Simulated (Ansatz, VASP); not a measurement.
## Ge: VASP beside Ansatz

```xyz
1
Lattice="0.0000 2.0984 2.0984 2.0984 0.0000 2.0984 2.0984 2.0984 0.0000" Properties=species:S:1:pos:R:3 pbc="T T T"
Ge    0.0000    0.0000    0.0000
```

Alike in both runs: task single point; functional PBE; k mesh 10 × 10 × 10; occupations gaussian, width 0.1 eV; collinear spin.

|  | VASP | Ansatz |
| --- | --- | --- |
| version | VASP 6.6.1 | Ansatz 0.2.0 |
| potentials or method | VASP PAW PBE potentials, release 64 (Ge_d) | scalar-relativistic, plane waves, norm-conserving potentials |
| plane-wave cutoff (eV) | 500 | 1061 |
| valence electrons in the cell | 14 | 14 |

```tsv
	VASP	Ansatz	Ansatz less VASP
gap on the k mesh at the Fermi level (eV)	none	none	-
pressure (GPa)	3.7	3.8	+0.12
net moment per atom (μB)	0.00	0.00	0.000
```

A gap of «none» marks a metal or a gap that the smearing closes. The functional is the same, so the differences come from potentials, cutoffs and numerics. Ansatz's warnings: seeded moment not kept.
